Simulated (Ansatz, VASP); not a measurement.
**NaCl: VASP beside Ansatz**

```
Na Cl
1.0
     3.45955    0.00000    0.00000
     0.00000    3.45955    0.00000
     0.00000    0.00000    3.45955
Na Cl
1 1
Direct
  0.00000 0.00000 0.00000
  0.50000 0.50000 0.50000
```

Alike in both runs: task single point; functional r2SCAN; k mesh 6 × 6 × 6; no spin polarisation.

```csv
,VASP,Ansatz
version,VASP 6.6.1,Ansatz 0.2.0
potentials or method,"VASP PAW PBE potentials, release 64 (Na_pv, Cl)",plane waves
plane-wave cutoff (eV),520,500
occupations,"methfessel-paxton of order 1, width 0.2 eV","cold, width 0.2 eV"
valence electrons in the cell,14,16
```

|  | VASP | Ansatz | Ansatz less VASP |
| --- | --- | --- | --- |
| gap on the k mesh at the Fermi level (eV) | 4.95 | 4.92 | -0.035 |
| pressure (GPa) | -0.3 | 0.0 | +0.32 |

VASP's potentials were made for PBE, not for r2SCAN. VASP's potentials hold 14 valence electrons a cell and Ansatz's 16, so a difference there can come from the potentials and not from the codes.
